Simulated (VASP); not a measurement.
# InSe (C2/m) in VASP: further runs

The runs below take InSe through electric field gradients, with LDA.

All numbers are computed with VASP 6.6.1; they aren't measurements. Logs are shortened: lines on timing, memory, paths and dates and some standing lists are left out, and cuts for length are marked.

### 1 The cell of the first run

The structure is monoclinic, space group C2/m (No. 12). The conventional cell has a = 11.653 Å, b = 4.109 Å, c = 5.073 Å, α = 90.00°, β = 109.86°, γ = 90.00°. In (site symmetry m) has 3 Se at 2.68 to 2.69 Å and 1 In at 2.80 Å within 3.5 Å. Se (site symmetry m) has 7 In at 2.68 to 4.18 Å and 7 Se at 3.55 to 4.11 Å within 4.2 Å.

### 2 Electric field gradients, LDA

The input, INCAR:

```
SYSTEM = InSe
PREC     = Accurate       ! precision mode
ENCUT    = 520            ! plane-wave cutoff, eV
EDIFF    = 1E-8           ! SCF threshold, eV
ISMEAR   = -1             ! smearing method
SIGMA    = 0.03           ! smearing width, eV
LREAL    = .FALSE.        ! projectors in reciprocal space
LASPH    = .TRUE.         ! aspherical terms in the spheres
NELM     = 60             ! most SCF steps
ALGO     = Normal         ! electronic algorithm
ISIF     = 2              ! what is computed and relaxed
LWAVE    = .FALSE.        ! write WAVECAR
LCHARG   = .FALSE.        ! write CHGCAR
GGA      = CA             ! functional
LEFG     = .TRUE.       
NBANDS   = 27             ! bands
```

The input, KPOINTS:

```
regular mesh
0
G
  7 7 6
  0 0 0
```

The input, POSCAR:

```
InSe
1.0
    5.8263928781     -2.0546489550      0.0000000000
    5.8263928781      2.0546489550      0.0000000000
   -1.7232330140      0.0000000000      4.7713478577
In Se
2 2
Direct
    0.1117967500      0.1117967500      0.9531586400
    0.8882032500      0.8882032500      0.0468413600
    0.3390724100      0.3390724100      0.3310443800
    0.6609275900      0.6609275900      0.6689556200
```

Potentials or basis: VASP PAW LDA potentials, release 64 (In_d, Se).

Launch:

```sh
$ cat potpaw_LDA.64/In_d/POTCAR potpaw_LDA.64/Se/POTCAR > POTCAR
$ mpirun -np 1 vasp_std > vasp.out
```

OUTCAR:

```text
SYSTEM = InSe
   PREC = Accurate
   ENCUT = 520
   EDIFF = 1E-8
   ISMEAR = -1
   LREAL = .FALSE.
   LASPH = .TRUE.
   NELM = 60
   ISIF = 2
   GGA = CA

 ion  position               nearest neighbor table
   1  0.112  0.112  0.953-   4 2.68   4 2.68   3 2.69   2 2.80   2 3.71   2 3.71
   2  0.888  0.888  0.047-   3 2.68   3 2.68   4 2.69   1 2.80   1 3.71   1 3.71
   3  0.339  0.339  0.331-   2 2.68   2 2.68   1 2.69
   4  0.661  0.661  0.669-   1 2.68   1 2.68   2 2.69

  LATTYP: Found a base centered monoclinic cell.
 ALAT       =    11.6527857562
 B/A-ratio  =     0.3526451096
 C/A-ratio  =     0.4353462338
 COS(beta)  =    -0.3396874117

  Lattice vectors:

 A1 = (   5.8263928781,  -2.0546489550,   0.0000000000)
 A2 = (   5.8263928781,   2.0546489550,   0.0000000000)
 A3 = (  -1.7232330140,   0.0000000000,   4.7713478577)

Analysis of symmetry for initial positions (statically):
=====================================================================
 Subroutine PRICEL returns:
 Original cell was already a primitive cell.

 Routine SETGRP: Setting up the symmetry group for a
 base centered monoclinic supercell.

 Subroutine GETGRP returns: Found  4 space group operations
 (whereof  4 operations were pure point group operations)
 out of a pool of  4 trial point group operations.

The static configuration has the point symmetry C_2h.

Analysis of symmetry for dynamics (positions and initial velocities):
=====================================================================
 Subroutine PRICEL returns:
 Original cell was already a primitive cell.

 Routine SETGRP: Setting up the symmetry group for a
 base centered monoclinic supercell.

 Subroutine GETGRP returns: Found  4 space group operations
 (whereof  4 operations were pure point group operations)
 out of a pool of  4 trial point group operations.

The dynamic configuration has the point symmetry C_2h.

 Subroutine INISYM returns: Found  4 space group operations
 (whereof  4 operations are pure point group operations),
 and found     1 'primitive' translations

----------------------------------------------------------------------------------------

                                     Primitive cell

  volume of cell :     114.2374

  direct lattice vectors                    reciprocal lattice vectors
     5.826392878 -2.054648955  0.000000000     0.085816389 -0.243350573  0.030993681
     5.826392878  2.054648955  0.000000000     0.085816389  0.243350573  0.030993681
    -1.723233014  0.000000000  4.771347858     0.000000000  0.000000000  0.209584384

  length of vectors
     6.178060885  6.178060885  5.072996393     0.259893367  0.259893367  0.209584384

  position of ions in fractional coordinates (direct lattice)
     0.111796750  0.111796750  0.953158640
     0.888203250  0.888203250  0.046841360
     0.339072410  0.339072410  0.331044380
     0.660927590  0.660927590  0.668955620

  ion indices of the primitive-cell ions
   primitive index   ion index
                 1           1
                 2           2
                 3           3
                 4           4

----------------------------------------------------------------------------------------

 KPOINTS: regular mesh

Automatic generation of k-mesh.
 Grid dimensions read from file:
 generate k-points for:    7    7    6

 Generating k-lattice:

  Cartesian coordinates                     Fractional coordinates (reciprocal lattice)
     0.012259484 -0.034764368  0.004427669     0.142857143  0.000000000  0.000000000
     0.012259484  0.034764368  0.004427669     0.000000000  0.142857143  0.000000000
     0.000000000  0.000000000  0.034930731     0.000000000  0.000000000  0.166666667

  Length of vectors
     0.037127624  0.037127624  0.034930731

  Shift w.r.t. Gamma in fractional coordinates (k-lattice)
     0.000000000  0.000000000  0.000000000

 Subroutine IBZKPT returns following result:
 ===========================================

 Found     88 irreducible k-points:

 Following reciprocal coordinates:
            Coordinates               Weight
  0.000000  0.000000  0.000000      1.000000
  0.142857  0.000000  0.000000      4.000000
  0.285714  0.000000  0.000000      4.000000
  0.428571  0.000000  0.000000      4.000000
  0.142857  0.142857  0.000000      2.000000
  0.285714  0.142857 -0.000000      4.000000
[... 16 lines left out ...]
 -0.142857  0.000000  0.166667      4.000000
  0.142857  0.142857  0.166667      2.000000
 [... further k-points ...]
   k-points           NKPTS =     88   k-points in BZ     NKDIM =     88   number of bands    NBANDS=     27
   number of dos      NEDOS =    301   number of ions     NIONS =      4
   total plane-waves  NPLWV =  92160
   dimension x,y,z NGX =    48 NGY =   48 NGZ =   40
   dimension x,y,z NGXF=    96 NGYF=   96 NGZF=   80
   ions per type =               2   2
   NGX,Y,Z   is equivalent  to a cutoff of  12.92, 12.92, 13.11 a.u.
   NGXF,Y,Z  is equivalent  to a cutoff of  25.83, 25.83, 26.22 a.u.
 SYSTEM =  InSe
   PREC   = accura    normal or accurate (medium, high low for compatibility)
   ISTART =      0    job   : 0-new  1-cont  2-samecut
   ICHARG =      2    charge: 1-file 2-atom 10-const
   ISPIN  =      1    spin polarized calculation?
   LNONCOLLINEAR =      F non collinear calculations
   LSORBIT =      F    spin-orbit coupling
   LASPH  =      T    aspherical Exc in radial PAW
   ENCUT  =  520.0 eV  38.22 Ry    6.18 a.u.  11.49 11.49  9.43*2*pi/ulx,y,z
   NELM   =     60;   NELMIN=  2; NELMDL= -5     # of ELM steps
   EDIFF  = 0.1E-07   stopping-criterion for ELM
   LREAL  =      F    real-space projection
   EDIFFG = 0.1E-06   stopping-criterion for IOM
   NSW    =      0    number of steps for IOM
   IBRION =     -1    ionic relax: 0-MD 1-quasi-New 2-CG
   NFREE  =      0    steps in history (QN), initial steepest desc. (CG)
   ISIF   =      2    stress and relaxation
   ISYM   =      2    0-nonsym 1-usesym 2-fastsym
   POTIM  = 0.5000    time-step for ionic-motion
   TEBEG  =    0.0;   TEEND  =   0.0 temperature during run
   PSTRESS=    0.0 pullay stress
   NELECT =      38.0000    total number of electrons
   NUPDOWN=      -1.0000    fix difference up-down
   EMIN   =  10.00;   EMAX   =-10.00  energy-range for DOS
   EFERMI =   0.00;   METHOD = LEGACY
   ISMEAR =    -1;   SIGMA  =   0.03  broadening in eV -4-tet -1-fermi 0-gaus
   EFERMI_NEDOS =   21; number of points for ismear=-14 and -15
   IALGO  =     38    algorithm
   IMIX   =      4    mixing-type and parameters
     AMIX     =   0.40;   BMIX     =  1.00
     AMIX_MAG =   1.60;   BMIX_MAG =  1.00
  volume/ion in A,a.u.               =      28.56       192.73
  Fermi-wavevector in a.u.,A,eV,Ry     =   1.134314  2.143542 17.506177  1.286668
  Thomas-Fermi vector in A             =   2.271018
   LORBIT       =      0    0 simple, 1 ext, 2 COOP (PROOUT), +10 PAW based schemes
   GGA     = CA    functional components
   LHFCALC =     F    Hartree Fock is set to
   AEXX    =    0.0000 exact exchange contribution
   IVDW    =     0    specifies the selected vdW correction
   LEPSILON=     F    determine dielectric tensor
   LRPA    =     F    only Hartree local field effects (RPA)
 non-spin polarized calculation
  energy-cutoff  :      520.00
  volume of cell :      114.24
 maximum number of plane-waves:      3097
 NGX is ok and might be reduce to    48
   NGX = 23   NGY = 23   NGZ = 19

 number of electron      38.0000006 magnetization

 Free energy of the ion-electron system (eV)
  ---------------------------------------------------
  ext. energy  EPLUGINS =         0.00000000
  ---------------------------------------------------
  free energy    TOTEN  =       -16.53156210 eV

  energy without entropy =      -16.53156210  energy(sigma->0) =      -16.53156210

 E-fermi :   4.2756     XC(G=0):  -9.4160

 val. band max:        3.7594757679   @ k =  -0.4286  -0.4286   0.1667
 cond. band min:       4.7671530119   @ k =   0.0000   0.0000   0.5000
 fundamental gap:      1.0076772440
 Fermi energy:         4.2755708535

 k-point     1 :       0.0000    0.0000    0.0000
  band No.  band energies     occupation
      1     -10.6853      2.00000
      2     -10.5707      2.00000
      3     -10.3802      2.00000
      4     -10.3475      2.00000
      5     -10.3085      2.00000
      6     -10.3058      2.00000
[... 19 lines left out ...]
     26      10.4290      0.00000
     27      11.9578      0.00000

 k-point     2 :       0.1429    0.0000    0.0000
  band No.  band energies     occupation
      1     -10.6806      2.00000
      2     -10.5681      2.00000
      3     -10.4500      2.00000
      4     -10.3327      2.00000
      5     -10.3261      2.00000
      6     -10.2922      2.00000
[... 19 lines left out ...]
     26      10.3172      0.00000
     27      12.2806      0.00000

 k-point     3 :       0.2857    0.0000    0.0000
  band No.  band energies     occupation
      1     -10.6769      2.00000
      2     -10.5725      2.00000
      3     -10.5309      2.00000
      4     -10.3632      2.00000
      5     -10.3107      2.00000
      6     -10.2946      2.00000
[... 594 lines left out ...]
      1     -10.6845      2.00000
      2     -10.5678      2.00000
      3     -10.4509      2.00000
      4     -10.3322      2.00000
      5     -10.3280      2.00000
      6     -10.2926      2.00000
[... 19 lines left out ...]
     26      10.0064      0.00000
     27      11.9957      0.00000

 k-point    24 :       0.1429    0.1429    0.1667
  band No.  band energies     occupation
      1     -10.6832      2.00000
      2     -10.5677      2.00000
      3     -10.3939      2.00000
      4     -10.3447      2.00000
      5     -10.3148      2.00000
      6     -10.3124      2.00000
[... 19 lines left out ...]
     26      10.3418      0.00000
     27      11.5857      0.00000

 [... further k-points ...]

------------------------ aborting loop because EDIFF is reached ----------------------------------------

  FORCE on cell =-STRESS in cart. coord.  units (eV):
  Direction    XX          YY          ZZ          XY          YZ          ZX
  --------------------------------------------------------------------------------------
  -------------------------------------------------------------------------------------
  Total       -2.3070288     -1.8271172     -1.6078189      0.0000000      0.0000000      0.0277148
  in kB      -32.3560228    -25.6252734    -22.5496201      0.0000000      0.0000000      0.3886992
  external PRESSURE =     -26.8436388 kB  Pullay stress =       0.0000000 kB

 VOLUME and BASIS-vectors are now :
 -----------------------------------------------------------------------------
  energy-cutoff  :      520.00
  volume of cell :      114.24
      direct lattice vectors                 reciprocal lattice vectors
     5.826392878 -2.054648955  0.000000000     0.085816389 -0.243350573  0.030993681
     5.826392878  2.054648955  0.000000000     0.085816389  0.243350573  0.030993681
    -1.723233014  0.000000000  4.771347858     0.000000000  0.000000000  0.209584384

 POSITION                                       TOTAL-FORCE (eV/Angst)
 -----------------------------------------------------------------------------------
     -0.33977      0.00000      4.54785         0.060852      0.000000     -0.007706
     10.26932      0.00000      0.22350        -0.060852      0.000000      0.007706
      3.38067      0.00000      1.57953        -0.002714      0.000000     -0.068258
      6.54888      0.00000      3.19182         0.002714      0.000000      0.068258
 -----------------------------------------------------------------------------------
    total drift:                               -0.000000     -0.000000      0.000000

  FREE ENERGIE OF THE ION-ELECTRON SYSTEM (eV)
  ---------------------------------------------------
  free  energy   TOTEN  =       -16.5315621013 eV

  energy  without entropy=      -16.5315621006  energy(sigma->0) =      -16.53156210

 Electric field gradients (V/A^2)
---------------------------------------------------------------------
 ion       V_xx      V_yy      V_zz      V_xy      V_xz      V_yz
---------------------------------------------------------------------
   1    -125.885    39.653    86.232     0.000    26.427    -0.000
   2    -125.885    39.653    86.232     0.000    26.427    -0.000
   3      49.344    29.237   -78.580    -0.000     3.726    -0.000
   4      49.344    29.237   -78.580     0.000     3.726     0.000
---------------------------------------------------------------------

 Electric field gradients after diagonalization (V/A^2)
 (convention: |V_zz| > |V_xx| > |V_yy|)
----------------------------------------------------------------------
 ion       V_xx      V_yy      V_zz     asymmetry (V_yy - V_xx)/ V_zz
----------------------------------------------------------------------
   1      89.475    39.653  -129.128       0.386
   2      89.475    39.653  -129.128       0.386
   3      49.452    29.237   -78.689       0.257
   4      49.452    29.237   -78.689       0.257
----------------------------------------------------------------------

           NMR quadrupolar parameters

 Cq : quadrupolar parameter    Cq=e*Q*V_zz/h
 eta: asymmetry parameters     (V_yy - V_xx)/ V_zz
 Q  : nuclear electric quadrupole moment in mb (millibarn)
----------------------------------------------------------------------
 ion       Cq(MHz)       eta       Q (mb)
----------------------------------------------------------------------
   1      -0.312       0.386       1.000
   2      -0.312       0.386       1.000
   3      -0.190       0.257       1.000
   4      -0.190       0.257       1.000
----------------------------------------------------------------------
```

Run time: 11 min. Hardware: 1 thread of Oxide Virtual Turin-like, shared host; peak memory 0.36 GiB.

What came out:

```yaml
Free_energy: -16.5316 eV
Pressure: -2.7 GPa
Largest_force: 0.068 eV/Å
Band_gap_on_the_k_mesh: 1.01 eV (least direct gap 1.08 eV)
Largest_electric_field_gradient_by_atom: In -129.1; Se -78.7 V/Å²
```

Forces on the atoms (eV/Å):
```
In   0.061  0.000 -0.008
In  -0.061  0.000  0.008
Se  -0.003  0.000 -0.068
Se   0.003  0.000  0.068
```

Levels at points of the mesh, in eV from the valence-band top:
```
           k point  band 17  band 18  band 19  band 20  band 21  band 22
(0.00, 0.00, 0.00)    -1.96    -1.34    -1.12     2.62     2.93     3.54
(0.00, 0.00, 0.50)    -1.44    -1.04    -0.37     1.01     2.01     3.47
```

Electric field gradients, principal values (V/Å²):
| atom | least | middle | greatest (by size) |
| --- | --- | --- | --- |
| 1 In | 39.653 | 89.475 | -129.128 |
| 2 In | 39.653 | 89.475 | -129.128 |
| 3 Se | 29.237 | 49.452 | -78.689 |
| 4 Se | 29.237 | 49.452 | -78.689 |

Caveat: without QUAD_EFG the Cq values of the log hold for a quadrupole moment of 1 mb, not for the nuclei; spin-orbit coupling is left out, which moves the levels of the heavy elements.

[end of part 1 of 2]
